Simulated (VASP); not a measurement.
# HfSi4 (P6/mmm) in VASP: a series of runs, part 2 of 2

VASP 6.6.1.

### 4 Relaxation of cell and atoms, PBE

Input file INCAR:

```
SYSTEM = HfSi4
PREC = Accurate ; ENCUT = 600
EDIFF = 1E-7 ; ISMEAR = 0
SIGMA = 0.1 ; LREAL = .False.
LASPH = .True. ; NELM = 100
ALGO = Normal ; ISIF = 3
LWAVE = .False. ; LCHARG = .False.
GGA = PE ; IBRION = 2
NSW = 90 ; EDIFFG = -0.04
```

Input file KPOINTS:

```
Automatic mesh
0
Gamma
  6 6 4
  0 0 0
```

Input file POSCAR:

```
HfSi4
1.0
    3.8742076300      0.0000000000      0.0000000000
   -1.9371038100      3.3551622200      0.0000000000
    0.0000000000      0.0000000000      6.5860229500
Hf Si
1 4
Direct
    0.0000000000      0.0000000000      0.5000000000
    0.5000000000      0.0000000000      0.0000000000
    0.0000000000      0.5000000000      0.0000000000
    0.5000000000      0.5000000000      0.0000000000
    0.0000000000      0.0000000000      0.0000000000
```

Potentials or basis: VASP PAW PBE potentials, release 64 (Hf_pv, Si).

Command:

```
> cat potpaw_PBE.64/Hf_pv/POTCAR potpaw_PBE.64/Si/POTCAR > POTCAR
> mpirun -np 1 vasp_std > vasp.out
```

OUTCAR:

```text
SYSTEM = HfSi4
   PREC = Accurate
   ENCUT = 600
   EDIFF = 1E-7
   ISMEAR = 0
   LREAL = .False.
   LASPH = .True.
   NELM = 100
   ISIF = 3
   GGA = PE
   IBRION = 2
   NSW = 90
   EDIFFG = -0.04

 ion  position               nearest neighbor table
   1  0.000  0.000  0.500-   5 3.29   5 3.29
   2  0.500  0.000  0.000-   4 1.94   4 1.94   3 1.94   3 1.94   5 1.94   5 1.94
   3  0.000  0.500  0.000-   5 1.94   5 1.94   2 1.94   2 1.94   4 1.94   4 1.94
   4  0.500  0.500  0.000-   2 1.94   2 1.94   5 1.94   5 1.94   3 1.94   3 1.94
   5  0.000  0.000  0.000-   3 1.94   3 1.94   4 1.94   4 1.94   2 1.94   2 1.94   1 3.29   1 3.29

  LATTYP: Found a hexagonal cell.
 ALAT       =     3.8742076300
 C/A-ratio  =     1.6999664393

  Lattice vectors:

 A1 = (   3.8742076300,   0.0000000000,   0.0000000000)
[... 190 lines left out ...]
  in kB     1479.0641665   1479.0641602   -137.4827242      0.0000022      0.0000000      0.0000000
  external PRESSURE =     940.2152008 kB  Pullay stress =       0.0000000 kB
[... 943 lines left out ...]
      4      -2.1322      2.00000
      5      -2.1322      2.00000
      6      -0.8087      2.00000
[... 9 lines left out ...]
     16       9.6413      0.00000
     17       9.6413      0.00000

[... ionic steps 4 to 12 ...]

--------------------------------------- Ionic step       13  -------------------------------------------

 number of electron      26.0000004 magnetization

------------------------ aborting loop because EDIFF is reached ----------------------------------------
[... 73 lines left out ...]
--------------------------------------- Ionic step       15  -------------------------------------------

 number of electron      26.0000005 magnetization

 Free energy of the ion-electron system (eV)
  ---------------------------------------------------
  ext. energy  EPLUGINS =         0.00000000
  ---------------------------------------------------
  free energy    TOTEN  =       -27.31281553 eV

  energy without entropy =      -27.29194070  energy(sigma->0) =      -27.30237812

 E-fermi :   5.7145     XC(G=0):  -9.6933

 val. band max:        5.6939865333   @ k =   0.3333   0.1667   0.5000
 cond. band min:       5.7155014157   @ k =   0.3333   0.3333   0.5000
 fundamental gap:      0.0215148825
 Fermi energy:         5.7144747629
[... 450 lines left out ...]
  FREE ENERGIE OF THE ION-ELECTRON SYSTEM (eV)
  ---------------------------------------------------
  free  energy   TOTEN  =       -27.3128155295 eV

  energy  without entropy=      -27.2919407007  energy(sigma->0) =      -27.30237812

 reached required accuracy - stopping structural energy minimisation
```

It took 9.2 min on 1 thread of Intel Xeon 6975P-C, shared host; peak memory 0.26 GiB.

Results:

```
Free energy                            : -27.3128 eV
Relaxed volume                         : 21.10 Å³/atom
Relaxed cell                           : a = 4.974 Å, b = 4.974 Å, c = 4.926 Å, α = 90.00°, β = 90.00°, γ = 120.00°
Space group after relaxing (to 0.05 Å) : P6/mmm (No. 191)
Energy gained by relaxing              : 3471.1 meV/atom
Ionic steps                            : 15
Pressure after relaxing                : 0.0 GPa
Band gap on the k mesh                 : zero (band 13 reaches 6.54 eV, above the bottom of band 14 at 4.97 eV)
```

Step by step:
```
step  energy change (eV)  largest force (eV/Å)  pressure (GPa)  volume (Å³)
   1              0.0000                0.0000           94.02        85.61
   2             -9.1038                0.0000           -8.88       247.10
   3            -14.7019                0.0000           -7.34       146.04
   4            -14.7420                0.0000           -6.70       143.62
   5            -14.7695                0.0000           -5.53       139.18
   6            -16.2732                0.0000           -6.31       124.88
   7             -7.2622                0.0000           47.51        80.61
   8            -16.8685                0.0000           -5.66       118.72
   9            -16.6808                0.0000            5.32       100.18
  10            -17.2782                0.0000           -3.43       111.76
  11            -17.3236                0.0000           -2.24       109.10
  12            -17.3240                0.0000           -1.90       108.49
  13            -17.3476                0.0000            1.33       103.55
  14            -17.3542                0.0000            0.23       105.06
  15            -17.3553                0.0000           -0.04       105.52
```

Final structure:
```cif
data_structure
_symmetry_space_group_name_H-M 'P 1'
_symmetry_Int_Tables_number 1
_cell_length_a 4.9736
_cell_length_b 4.9736
_cell_length_c 4.9259
_cell_angle_alpha 90.000
_cell_angle_beta 90.000
_cell_angle_gamma 120.000
_cell_volume 105.52
loop_
_atom_site_label
_atom_site_type_symbol
_atom_site_fract_x
_atom_site_fract_y
_atom_site_fract_z
_atom_site_occupancy
Hf1 Hf 0.00000 0.00000 0.50000 1
Si1 Si 0.50000 0.00000 0.00000 1
Si2 Si 0.00000 0.50000 0.00000 1
Si3 Si 0.50000 0.50000 0.00000 1
Si4 Si 0.00000 0.00000 0.00000 1
```

Caveat: the volume moved by over 15 % at a fixed basis, so the end points are rough; spin-orbit coupling is left out, which moves the levels of the heavy elements.

### 5 Single point, PBE

This run uses another cell than the first one, of 21.16 Å³/atom, 1.236 times its volume.

Input file INCAR:

```
PREC = Accurate
ENCUT = 520
EDIFF = 1E-7
ISMEAR = 0
SIGMA = 0.1
LREAL = F
LASPH = T
NELM = 80
ALGO = Normal
ISIF = 2
LWAVE = F
LCHARG = F
GGA = PE
NBANDS = 21
```

Input file KPOINTS:

```
regular mesh
0
Gamma
  12 12 8
```

Edit POSCAR of step 4 so:

```diff
@@ -2,5 +2,5 @@
 1.0
-    3.8742076300      0.0000000000      0.0000000000
-   -1.9371038100      3.3551622200      0.0000000000
-    0.0000000000      0.0000000000      6.5860229500
+    4.9773739075      0.0000000000      0.0000000000
+   -2.4886869537      4.3105322480      0.0000000000
+    0.0000000000      0.0000000000      4.9317665713
 Hf Si
```

Potentials or basis: VASP PAW PBE potentials, release 64 (Hf_pv, Si).

Command:

```
> cat potpaw_PBE.64/Hf_pv/POTCAR potpaw_PBE.64/Si/POTCAR > POTCAR
> mpirun -np 1 vasp_std > vasp.out
```

OUTCAR:

```text
PREC = Accurate
   ENCUT = 520
   EDIFF = 1E-7
   ISMEAR = 0
   LREAL = F
   LASPH = T
   NELM = 80
   ISIF = 2
   GGA = PE

 ion  position               nearest neighbor table
   1  0.000  0.000  0.500-   5 2.47   5 2.47   3 3.50   3 3.50   3 3.50   3 3.50   2 3.50   2 3.50
                             2 3.50   2 3.50   4 3.50   4 3.50   4 3.50   4 3.50
   2  0.500  0.000  0.000-   4 2.49   4 2.49   5 2.49   5 2.49   3 2.49   3 2.49   1 3.50   1 3.50
                             1 3.50   1 3.50
[... 787 lines left out ...]
  -------------------------------------------------------------------------------------
  Total       -0.0762465     -0.0762465     -0.0575231     -0.0000000      0.0000000      0.0000000
  in kB       -1.1545070     -1.1545070     -0.8710028     -0.0000000      0.0000000      0.0000000
  external PRESSURE =      -1.0600056 kB  Pullay stress =       0.0000000 kB

 VOLUME and BASIS-vectors are now :
 -----------------------------------------------------------------------------
  energy-cutoff  :      520.00
  volume of cell :      105.81
      direct lattice vectors                 reciprocal lattice vectors
     4.977373907  0.000000000  0.000000000     0.200909158  0.115994956  0.000000000
    -2.488686954  4.310532248  0.000000000     0.000000000  0.231989913  0.000000000
     0.000000000  0.000000000  4.931766571     0.000000000  0.000000000  0.202767099

 POSITION                                       TOTAL-FORCE (eV/Angst)
 -----------------------------------------------------------------------------------
      0.00000      0.00000      2.46588        -0.000000      0.000000      0.000000
      2.48869      0.00000      0.00000         0.000000      0.000000      0.000000
     -1.24434      2.15527      0.00000        -0.000000      0.000000      0.000000
      1.24434      2.15527      0.00000         0.000000      0.000000      0.000000
      0.00000      0.00000      0.00000         0.000000      0.000000      0.000000
 -----------------------------------------------------------------------------------
    total drift:                                0.000000     -0.000000     -0.000000

  FREE ENERGIE OF THE ION-ELECTRON SYSTEM (eV)
  ---------------------------------------------------
  free  energy   TOTEN  =       -27.3460754346 eV

  energy  without entropy=      -27.3297476173  energy(sigma->0) =      -27.33791153
```

stdout:

```text
POSCAR found type information on POSCAR HfSi
 POSCAR found :  2 types and       5 ions
 scaLAPACK will be used
 LDA part: xc-table for (Slater+PW92), standard interpolation
 POSCAR, INCAR and KPOINTS ok, starting setup
 FFT: planning ... GRIDC
 FFT: planning ... GRID_SOFT
 FFT: planning ... GRID
 WAVECAR not read
 entering main loop
```

Run time: 3.6 min. Hardware: 1 thread of Intel Xeon 6975P-C, shared host; peak memory 0.37 GiB.

What came out:

* Free energy: -27.3461 eV
* Pressure: -0.1 GPa
* Band gap on the k mesh: zero (band 13 reaches 6.52 eV, above the bottom of band 14 at 4.94 eV)

Caveat: spin-orbit coupling is left out, which moves the levels of the heavy elements.

### 6 Relaxation of cell and atoms, PBE

This run uses another cell than the first one, of 21.12 Å³/atom, 1.234 times its volume.

Input file INCAR:

```
SYSTEM = HfSi4
PREC = Accurate ; ENCUT = 600
EDIFF = 1E-6 ; ISMEAR = 0
SIGMA = 0.1 ; LREAL = .False.
LASPH = .True. ; NELM = 60
ALGO = Normal ; ISIF = 3
LWAVE = .False. ; LCHARG = .False.
GGA = PE ; IBRION = 2
NSW = 100 ; EDIFFG = -0.01
```

Input file KPOINTS:

```
regular mesh
0
Gamma
  12 12 8
  0 0 0
```

Edit POSCAR of step 5 so:

```diff
@@ -2,5 +2,5 @@
 1.0
-    4.9773739075      0.0000000000      0.0000000000
-   -2.4886869537      4.3105322480      0.0000000000
-    0.0000000000      0.0000000000      4.9317665713
+    4.9771348994      0.0000000000      0.0000000000
+   -2.4885674497      4.3103252609      0.0000000000
+    0.0000000000      0.0000000000      4.9227736470
 Hf Si
```

Potentials or basis: VASP PAW PBE potentials, release 64 (Hf_pv, Si).

Command:

```
> cat potpaw_PBE.64/Hf_pv/POTCAR potpaw_PBE.64/Si/POTCAR > POTCAR
> mpirun -np 1 vasp_std > vasp.out
```

OUTCAR:

```text
SYSTEM = HfSi4
   PREC = Accurate
   ENCUT = 600
   EDIFF = 1E-6
   ISMEAR = 0
   LREAL = .False.
   LASPH = .True.
   NELM = 60
   ISIF = 3
   GGA = PE
   IBRION = 2
   NSW = 100
   EDIFFG = -0.01

 ion  position               nearest neighbor table
   1  0.000  0.000  0.500-   5 2.46   5 2.46   3 3.50   3 3.50   4 3.50   4 3.50   3 3.50   3 3.50
                             4 3.50   4 3.50   2 3.50   2 3.50   2 3.50   2 3.50
   2  0.500  0.000  0.000-   3 2.49   4 2.49   4 2.49   3 2.49   5 2.49   5 2.49   1 3.50   1 3.50
                             1 3.50   1 3.50
   3  0.000  0.500  0.000-   2 2.49   5 2.49   5 2.49   2 2.49   4 2.49   4 2.49   1 3.50   1 3.50
                             1 3.50   1 3.50
   4  0.500  0.500  0.000-   2 2.49   5 2.49   2 2.49   5 2.49   3 2.49   3 2.49   1 3.50   1 3.50
                             1 3.50   1 3.50
   5  0.000  0.000  0.000-   1 2.46   1 2.46   4 2.49   3 2.49   3 2.49   4 2.49   2 2.49   2 2.49

  LATTYP: Found a hexagonal cell.
 ALAT       =     4.9771348994
 C/A-ratio  =     0.9890778021

  Lattice vectors:

 A1 = (   4.9771348994,   0.0000000000,   0.0000000000)
 A2 = (  -2.4885674497,   4.3103252609,   0.0000000000)
 A3 = (   0.0000000000,   0.0000000000,   4.9227736470)

Analysis of symmetry for initial positions (statically):
=====================================================================
 Subroutine PRICEL returns:
 Original cell was already a primitive cell.

[... 186 lines left out ...]
  in kB       -1.1273061     -1.1273061      2.9032761      0.0000000      0.0000000      0.0000000
  external PRESSURE =       0.2162213 kB  Pullay stress =       0.0000000 kB
[... 65 lines left out ...]
--------------------------------------- Ionic step        3  -------------------------------------------

 number of electron      25.9999997 magnetization

 Free energy of the ion-electron system (eV)
  ---------------------------------------------------
  ext. energy  EPLUGINS =         0.00000000
  ---------------------------------------------------
  free energy    TOTEN  =       -27.34656148 eV

  energy without entropy =      -27.33030449  energy(sigma->0) =      -27.33843298

 E-fermi :   5.6725     XC(G=0):  -9.6900

 val. band max:        5.6718165338   @ k =   0.0000   0.0000   0.1250
 cond. band min:       5.6822477295   @ k =   0.3333   0.0000   0.5000
 fundamental gap:      0.0104311958
 Fermi energy:         5.6724976858

 k-point     1 :       0.0000    0.0000    0.0000
  band No.  band energies     occupation
      1     -26.1065      2.00000
      2     -26.1065      2.00000
      3     -25.7918      2.00000
      4      -7.4320      2.00000
      5      -0.2066      2.00000
      6      -0.1521      2.00000
[... 457 lines left out ...]
      4      -6.5330      2.00000
      5      -3.9644      2.00000
      6      -1.5216      2.00000
[... 9 lines left out ...]
     16       7.3115      0.00000
     17       7.3288      0.00000

 [... further k-points ...]

------------------------ aborting loop because EDIFF is reached ----------------------------------------

  FORCE on cell =-STRESS in cart. coord.  units (eV):
  Direction    XX          YY          ZZ          XY          YZ          ZX
  --------------------------------------------------------------------------------------
  -------------------------------------------------------------------------------------
  Total        0.0064897      0.0064897      0.0048152      0.0000000      0.0000000      0.0000000
  in kB        0.0984249      0.0984249      0.0730290      0.0000000      0.0000000      0.0000000
  external PRESSURE =       0.0899596 kB  Pullay stress =       0.0000000 kB
[... 20 lines left out ...]
  FREE ENERGIE OF THE ION-ELECTRON SYSTEM (eV)
  ---------------------------------------------------
  free  energy   TOTEN  =       -27.3465614797 eV

  energy  without entropy=      -27.3303044895  energy(sigma->0) =      -27.33843298

 reached required accuracy - stopping structural energy minimisation
```

CONTCAR:

```text
HfSi4
   1.00000000000000
     4.9745142773327178    0.0000000000000000    0.0000000000000000
    -2.4872571386663589    4.3080557356160822   -0.0000000000000000
     0.0000000000000000    0.0000000000000000    4.9294491091482113
  Hf              Si
     1     4
Direct
     0.0000000000000000    0.0000000000000000    0.5000000000000000
     0.5000000000000000    0.0000000000000000    0.0000000000000000
     0.0000000000000000    0.5000000000000000    1.0000000000000000
     0.5000000000000000    0.5000000000000000    1.0000000000000000
     0.0000000000000000    0.0000000000000000    1.0000000000000000

  0.00000000E+00  0.00000000E+00  0.00000000E+00
  0.00000000E+00  0.00000000E+00  0.00000000E+00
  0.00000000E+00  0.00000000E+00  0.00000000E+00
  0.00000000E+00  0.00000000E+00  0.00000000E+00
  0.00000000E+00  0.00000000E+00  0.00000000E+00
```

Wall time 5.4 min (1 thread of Intel Xeon 6975P-C, shared host); peak memory 0.39 GiB.

What came out:

| Quantity | Value |
| --- | --- |
| Free energy | -27.3466 eV |
| Relaxed volume | 21.13 Å³/atom |
| Relaxed cell | a = 4.975 Å, b = 4.975 Å, c = 4.929 Å, α = 90.00°, β = 90.00°, γ = 120.00° |
| Space group after relaxing (to 0.05 Å) | P6/mmm (No. 191) |
| Energy gained by relaxing | 0.0 meV/atom |
| Ionic steps | 3 |
| Pressure after relaxing | 0.0 GPa |
| Band gap on the k mesh | zero (band 13 reaches 6.53 eV, above the bottom of band 14 at 4.96 eV) |

The path:
```tsv
step	energy change (eV)	largest force (eV/Å)	pressure (GPa)	volume (Å³)
1	0.0000	0.0000	0.02	105.61
2	-0.0001	0.0000	0.00	105.65
3	-0.0002	0.0000	0.01	105.64
```

Final structure:
```
Hf Si
1.0
     4.97451    0.00000    0.00000
    -2.48726    4.30806    0.00000
     0.00000    0.00000    4.92945
Hf Si
1 4
Cartesian
  0.0000 0.0000 2.4647
  2.4873 0.0000 0.0000
  -1.2436 2.1540 4.9294
  1.2436 2.1540 4.9294
  0.0000 0.0000 4.9294
```

Caveat: spin-orbit coupling is left out, which moves the levels of the heavy elements.

### 7 Summary

| task | cell | k mesh | cutoff (eV) | gap on the mesh (eV) | pressure (GPa) | relaxed volume (Å³/atom) |
| --- | --- | --- | --- | --- | --- | --- |
| single point | a = 3.874, b = 3.874, c = 6.586 Å, angles 90.0, 90.0, 120.0°, 5 atoms | 6 × 6 × 4 | 520 | none | 94.0 | - |
| single point | a = 4.977, b = 4.977, c = 4.923 Å, angles 90.0, 90.0, 120.0°, 5 atoms | 6 × 6 × 4 | 520 | none | -0.1 | - |
| relaxation of cell and atoms | relaxed from a = 3.874, b = 3.874, c = 6.586 Å, angles 90.0, 90.0, 120.0°, 5 atoms | 6 × 6 × 4 | 600 | none | 0.0 | 21.10 |
| single point | a = 4.977, b = 4.977, c = 4.932 Å, angles 90.0, 90.0, 120.0°, 5 atoms | 12 × 12 × 8 | 520 | none | -0.1 | - |
| relaxation of cell and atoms | relaxed from a = 4.977, b = 4.977, c = 4.923 Å, angles 90.0, 90.0, 120.0°, 5 atoms | 12 × 12 × 8 | 600 | none | 0.0 | 21.13 |

Alike in all rows: level PBE; potentials or basis VASP PAW PBE potentials, release 64 (Hf_pv, Si); no spin polarisation; smearing gaussian 0.1 eV.

Caveats: spin-orbit coupling is left out, which moves the levels of the heavy elements; the volume moved by over 15 % at a fixed basis, so the end points are rough (some runs).

Absolute energies hang on the potentials; compare differences alone.
